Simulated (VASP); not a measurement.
# GaSe (P6_3/mmc) in VASP: single point with pbe exchange, lyp correlation

Aim: the single point of GaSe with pbe exchange, lyp correlation.

All numbers are computed with VASP 6.6.1; they aren't measurements. Logs are shortened: lines on timing, memory, paths and dates and some standing lists are left out, and cuts for length are marked.

## (1) The cell of the first run

Symmetry: P6_3/mmc, No. 194, hexagonal system. Conventional cell: a = 3.742 Å, b = 3.742 Å, c = 15.919 Å, α = 90.00°, β = 90.00°, γ = 120.00°. Within 3.1 Å of Ga (site symmetry 3m) lie 1 Ga at 2.32 Å and 3 Se at 2.48 Å. Se (site symmetry 3m) has 3 Ga at 2.48 Å within 3.3 Å.

## (2) Single point, pbe exchange, lyp correlation

Input file INCAR:

```
SYSTEM = GaSe
ALGO = Normal
EDIFF = 1E-6
ENCUT = 500
GGA = LIBXC
GGA_COMPAT = .False.
ISIF = 2
ISMEAR = 0
LASPH = .True.
LCHARG = .True.
LELF = .True.
LIBXC1 = GGA_X_PBE
LIBXC2 = GGA_C_LYP
LREAL = .False.
LVHAR = .True.
LWAVE = .False.
NBANDS = 90
NELM = 120
PREC = Accurate
SIGMA = 0.05
```

Input file KPOINTS:

```
k-points
0
Gamma
  1 2 1
  0 0 0
```

Input file POSCAR:

```
GaSe
1.0
    7.4839999992      0.0000000005      0.0000000000
   -1.8709999996      3.2406670602      0.0000000000
    0.0000000000      0.0000000000     15.9190000000
Ga Se
8 8
Direct
    0.1666666669      0.6666666669      0.1770000000
    0.3333333331      0.3333333331      0.6770000000
    0.1666666669      0.6666666669      0.3230000000
    0.3333333331      0.3333333331      0.8230000000
    0.6666666669      0.6666666669      0.1770000000
    0.8333333331      0.3333333331      0.6770000000
    0.6666666669      0.6666666669      0.3230000000
    0.8333333331      0.3333333331      0.8230000000
    0.1666666669      0.6666666669      0.6000000000
    0.3333333331      0.3333333331      0.1000000000
    0.1666666669      0.6666666669      0.9000000000
    0.3333333331      0.3333333331      0.4000000000
    0.6666666669      0.6666666669      0.6000000000
    0.8333333331      0.3333333331      0.1000000000
    0.6666666669      0.6666666669      0.9000000000
    0.8333333331      0.3333333331      0.4000000000
```

Potentials or basis: VASP PAW PBE potentials, release 64 (Ga_d, Se).

Launch:

```sh
> cat potpaw_PBE.64/Ga_d/POTCAR potpaw_PBE.64/Se/POTCAR > POTCAR
> mpirun -np 1 vasp_std > vasp.out
```

OUTCAR:

```text
SYSTEM = GaSe
   EDIFF = 1E-6
   ENCUT = 500
   GGA = LIBXC
   ISIF = 2
   ISMEAR = 0
   LASPH = .True.
   LREAL = .False.
   NELM = 120
   PREC = Accurate

 ion  position               nearest neighbor table
   1  0.167  0.667  0.177-   3 2.32  10 2.48  10 2.48  14 2.48
   2  0.333  0.333  0.677-   4 2.32   9 2.48   9 2.48  13 2.48
   3  0.167  0.667  0.323-   1 2.32  12 2.48  12 2.48  16 2.48
   4  0.333  0.333  0.823-   2 2.32  11 2.48  11 2.48  15 2.48
   5  0.667  0.667  0.177-   7 2.32  14 2.48  14 2.48  10 2.48
   6  0.833  0.333  0.677-   8 2.32  13 2.48  13 2.48   9 2.48
   7  0.667  0.667  0.323-   5 2.32  16 2.48  16 2.48  12 2.48
   8  0.833  0.333  0.823-   6 2.32  15 2.48  15 2.48  11 2.48
   9  0.167  0.667  0.600-   2 2.48   2 2.48   6 2.48
  10  0.333  0.333  0.100-   1 2.48   1 2.48   5 2.48
  11  0.167  0.667  0.900-   4 2.48   4 2.48   8 2.48
  12  0.333  0.333  0.400-   3 2.48   3 2.48   7 2.48
  13  0.667  0.667  0.600-   6 2.48   6 2.48   2 2.48
  14  0.833  0.333  0.100-   5 2.48   5 2.48   1 2.48
  15  0.667  0.667  0.900-   8 2.48   8 2.48   4 2.48
  16  0.833  0.333  0.400-   7 2.48   7 2.48   3 2.48

  Warning from LATTYP: Monoclinic adjustment (A1->A3, A2->A1, A3->A2)!
  LATTYP: Found a simple orthorhombic cell.
 ALAT       =     3.7419999991
 B/A-ratio  =     1.7320508078
 C/A-ratio  =     4.2541421709

  Lattice vectors:

 A1 = (   1.8709999996,  -3.2406670602,   0.0000000000)
 A2 = (   5.6129999996,   3.2406670607,   0.0000000000)
 A3 = (   0.0000000000,   0.0000000000,  15.9190000000)

Analysis of symmetry for initial positions (statically):
=====================================================================
 Subroutine PRICEL returns following result:

  LATTYP: Found a hexagonal cell.
 ALAT       =     3.7419999996
 C/A-ratio  =     4.2541421704

  Lattice vectors:

 A1 = (   3.7419999996,   0.0000000003,   0.0000000000)
 A2 = (  -1.8709999996,   3.2406670602,   0.0000000000)
 A3 = (   0.0000000000,   0.0000000000,  15.9190000000)

   2 primitive cells build up your supercell.

 Routine SETGRP: Setting up the symmetry group for a
 simple orthorhombic supercell.

 Subroutine GETGRP returns: Found  8 space group operations
 (whereof  4 operations were pure point group operations)
 out of a pool of  8 trial point group operations.

The static configuration has the point symmetry C_2h.
 The point group associated with its full space group is D_2h.

Analysis of symmetry for dynamics (positions and initial velocities):
=====================================================================
 Subroutine PRICEL returns following result:

  LATTYP: Found a hexagonal cell.
 ALAT       =     3.7419999996
 C/A-ratio  =     4.2541421704

  Lattice vectors:

 A1 = (   3.7419999996,   0.0000000003,   0.0000000000)
 A2 = (  -1.8709999996,   3.2406670602,   0.0000000000)
 A3 = (   0.0000000000,   0.0000000000,  15.9190000000)

   2 primitive cells build up your supercell.

 Routine SETGRP: Setting up the symmetry group for a
 simple orthorhombic supercell.

 Subroutine GETGRP returns: Found  8 space group operations
 (whereof  4 operations were pure point group operations)
 out of a pool of  8 trial point group operations.

The dynamic configuration has the point symmetry C_2h.
 The point group associated with its full space group is D_2h.

 Subroutine INISYM returns: Found  8 space group operations
 (whereof  4 operations are pure point group operations),
 and found     2 'primitive' translations

----------------------------------------------------------------------------------------

                                     Primitive cell

  volume of cell :     193.0430

  direct lattice vectors                    reciprocal lattice vectors
     3.742000000  0.000000000  0.000000000     0.267236772  0.154289222  0.000000000
    -1.871000000  3.240667060  0.000000000    -0.000000000  0.308578444  0.000000000
     0.000000000  0.000000000 15.919000000     0.000000000  0.000000000  0.062818016

  length of vectors
     3.742000000  3.741999999 15.919000000     0.308578444  0.308578444  0.062818016

  position of ions in fractional coordinates (direct lattice)
     0.333333334  0.666666667  0.177000000
     0.666666666  0.333333333  0.677000000
     0.333333334  0.666666667  0.323000000
     0.666666666  0.333333333  0.823000000
     0.333333334  0.666666667  0.600000000
     0.666666666  0.333333333  0.100000000
     0.333333334  0.666666667  0.900000000
     0.666666666  0.333333333  0.400000000

  ion indices of the primitive-cell ions
   primitive index   ion index
                 1           1
                 2           2
                 3           3
                 4           4
                 5           9
                 6          10
                 7          11
                 8          12

----------------------------------------------------------------------------------------

 KPOINTS: k-points

Automatic generation of k-mesh.
 Grid dimensions read from file:
 generate k-points for:    1    2    1

 Generating k-lattice:

  Cartesian coordinates                     Fractional coordinates (reciprocal lattice)
     0.133618386  0.077144611  0.000000000     1.000000000 -0.000000000  0.000000000
    -0.000000000  0.154289222  0.000000000    -0.000000000  0.500000000  0.000000000
     0.000000000  0.000000000  0.062818016     0.000000000  0.000000000  1.000000000

  Length of vectors
     0.154289222  0.154289222  0.062818016

  Shift w.r.t. Gamma in fractional coordinates (k-lattice)
     0.000000000  0.000000000  0.000000000

 Subroutine IBZKPT returns following result:
 ===========================================

 Found      2 irreducible k-points:

 Following reciprocal coordinates:
            Coordinates               Weight
  0.000000  0.000000  0.000000      1.000000
  0.000000  0.500000  0.000000      1.000000
   k-points           NKPTS =      2   k-points in BZ     NKDIM =      2   number of bands    NBANDS=     90
   number of dos      NEDOS =    301   number of ions     NIONS =     16
   total plane-waves  NPLWV = 188160
   dimension x,y,z NGX =    56 NGY =   28 NGZ =  120
   dimension x,y,z NGXF=   112 NGYF=   56 NGZF=  240
   ions per type =               8   8
   NGX,Y,Z   is equivalent  to a cutoff of  12.44, 12.44, 12.53 a.u.
   NGXF,Y,Z  is equivalent  to a cutoff of  24.88, 24.88, 25.06 a.u.
 SYSTEM =  GaSe
   PREC   = accura    normal or accurate (medium, high low for compatibility)
   ISTART =      0    job   : 0-new  1-cont  2-samecut
   ICHARG =      2    charge: 1-file 2-atom 10-const
   ISPIN  =      1    spin polarized calculation?
   LNONCOLLINEAR =      F non collinear calculations
   LSORBIT =      F    spin-orbit coupling
   LASPH  =      T    aspherical Exc in radial PAW
   ENCUT  =  500.0 eV  36.75 Ry    6.06 a.u.  13.65  6.82 29.02*2*pi/ulx,y,z
   NELM   =    120;   NELMIN=  2; NELMDL= -5     # of ELM steps
   EDIFF  = 0.1E-05   stopping-criterion for ELM
   LREAL  =      F    real-space projection
   EDIFFG = 0.1E-04   stopping-criterion for IOM
   NSW    =      0    number of steps for IOM
   IBRION =     -1    ionic relax: 0-MD 1-quasi-New 2-CG
   NFREE  =      0    steps in history (QN), initial steepest desc. (CG)
   ISIF   =      2    stress and relaxation
   ISYM   =      2    0-nonsym 1-usesym 2-fastsym
   POTIM  = 0.5000    time-step for ionic-motion
   TEBEG  =    0.0;   TEEND  =   0.0 temperature during run
   PSTRESS=    0.0 pullay stress
   NELECT =     152.0000    total number of electrons
   NUPDOWN=      -1.0000    fix difference up-down
   EMIN   =  10.00;   EMAX   =-10.00  energy-range for DOS
   EFERMI =   0.00;   METHOD = LEGACY
   ISMEAR =     0;   SIGMA  =   0.05  broadening in eV -4-tet -1-fermi 0-gaus
   EFERMI_NEDOS =   21; number of points for ismear=-14 and -15
   IALGO  =     38    algorithm
   IMIX   =      4    mixing-type and parameters
     AMIX     =   0.40;   BMIX     =  1.00
     AMIX_MAG =   1.60;   BMIX_MAG =  1.00
  volume/ion in A,a.u.               =      24.13       162.84
  Fermi-wavevector in a.u.,A,eV,Ry     =   1.199853  2.267393 19.587589  1.439647
  Thomas-Fermi vector in A             =   2.335705
   LORBIT       =      0    0 simple, 1 ext, 2 COOP (PROOUT), +10 PAW based schemes
   GGA     = LIBXC    functional components
   LHFCALC =     F    Hartree Fock is set to
   AEXX    =    0.0000 exact exchange contribution
   IVDW    =     0    specifies the selected vdW correction
   LEPSILON=     F    determine dielectric tensor
   LRPA    =     F    only Hartree local field effects (RPA)
 non-spin polarized calculation
 Gauss-broadening in eV      SIGMA  =   0.05
  energy-cutoff  :      500.00
  volume of cell :      386.09
 maximum number of plane-waves:      9844
 NGX is ok and might be reduce to    54
   NGX = 27   NGY = 13   NGZ = 59

 number of electron     152.0000029 magnetization

 Free energy of the ion-electron system (eV)
  ---------------------------------------------------
  ext. energy  EPLUGINS =         0.00000000
  ---------------------------------------------------
  free energy    TOTEN  =       -44.71210571 eV

  energy without entropy =      -44.71210571  energy(sigma->0) =      -44.71210571

 E-fermi :   4.2046     XC(G=0):  -8.7615

 val. band max:        3.9352171331   @ k =   0.0000   0.0000   0.0000
 cond. band min:       5.0156731805   @ k =   0.0000   0.0000   0.0000
 fundamental gap:      1.0804560474
 Fermi energy:         4.2046391241

 k-point     1 :       0.0000    0.0000    0.0000
  band No.  band energies     occupation
      1     -11.5536      2.00000
      2     -11.5535      2.00000
      3     -11.5385      2.00000
      4     -11.5378      2.00000
      5     -11.4991      2.00000
      6     -11.4960      2.00000
[... 80 lines left out ...]
     87       7.8338      0.00000
     88       7.8417      0.00000

 k-point     2 :       0.0000    0.5000    0.0000
  band No.  band energies     occupation
      1     -11.5385      2.00000
      2     -11.5385      2.00000
      3     -11.5378      2.00000
      4     -11.5378      2.00000
      5     -11.4991      2.00000
      6     -11.4991      2.00000
[... 80 lines left out ...]
     87       7.7934      0.00000
     88       7.8061      0.00000
 [bands above 88 left out]

------------------------ aborting loop because EDIFF is reached ----------------------------------------

  FORCE on cell =-STRESS in cart. coord.  units (eV):
  Direction    XX          YY          ZZ          XY          YZ          ZX
  --------------------------------------------------------------------------------------
  -------------------------------------------------------------------------------------
  Total       29.5483431     29.5484619     17.2056833     -0.0001028      0.0000000      0.0000000
  in kB      122.6195562    122.6200489     71.4000524     -0.0004267      0.0000000      0.0000000
  external PRESSURE =     105.5465525 kB  Pullay stress =       0.0000000 kB

 VOLUME and BASIS-vectors are now :
 -----------------------------------------------------------------------------
  energy-cutoff  :      500.00
  volume of cell :      386.09
      direct lattice vectors                 reciprocal lattice vectors
     7.483999999  0.000000001  0.000000000     0.133618386  0.077144611  0.000000000
    -1.871000000  3.240667060  0.000000000    -0.000000000  0.308578444  0.000000000
     0.000000000  0.000000000 15.919000000     0.000000000  0.000000000  0.062818016

 POSITION                                       TOTAL-FORCE (eV/Angst)
 -----------------------------------------------------------------------------------
      0.00000      2.16044      2.81766         0.000024      0.000014     -1.088510
      1.87100      1.08022     10.77716        -0.000024     -0.000014     -1.088510
      0.00000      2.16044      5.14184         0.000024      0.000014      1.088510
      1.87100      1.08022     13.10134        -0.000024     -0.000014      1.088510
      3.74200      2.16044      2.81766         0.000024      0.000014     -1.088510
      5.61300      1.08022     10.77716        -0.000024     -0.000014     -1.088510
[... 8 lines left out ...]
      3.74200      2.16044     14.32710         0.000015      0.000008      0.022398
      5.61300      1.08022      6.36760        -0.000015     -0.000008      0.022398
 -----------------------------------------------------------------------------------
    total drift:                                0.000000      0.000000      0.000000

  FREE ENERGIE OF THE ION-ELECTRON SYSTEM (eV)
  ---------------------------------------------------
  free  energy   TOTEN  =       -44.7121057137 eV

  energy  without entropy=      -44.7121057137  energy(sigma->0) =      -44.71210571
```

Wall time 1.9 min (1 thread of Intel Xeon Platinum 8375C at 2.90GHz (Ice Lake), shared host); peak memory 0.44 GiB.

Results:

* Free energy: -44.7121 eV
* Pressure: 10.6 GPa
* Largest force: 1.089 eV/Å
* Band gap on the k mesh: 1.08 eV

Forces in eV/Å, atoms in the order of the input:
```
Ga   0.000  0.000 -1.089
Ga   0.000  0.000 -1.089
Ga   0.000  0.000  1.089
Ga   0.000  0.000  1.089
Ga   0.000  0.000 -1.089
Ga   0.000  0.000 -1.089
Ga   0.000  0.000  1.089
Ga   0.000  0.000  1.089
Se   0.000  0.000 -0.022
Se   0.000  0.000 -0.022
Se   0.000  0.000  0.022
Se   0.000  0.000  0.022
Se   0.000  0.000 -0.022
Se   0.000  0.000 -0.022
Se   0.000  0.000  0.022
Se   0.000  0.000  0.022
```

Stress tensor (GPa, compression positive):
```
12.26  0.00  0.00
 0.00 12.26  0.00
 0.00  0.00  7.14
```

Caveat: the k points lie up to 0.97 Å⁻¹ apart, too coarse for converged energies, forces and pressures; the PAW data sets were made with another functional, which shifts forces and pressure a little. A k mesh can miss the band edges.
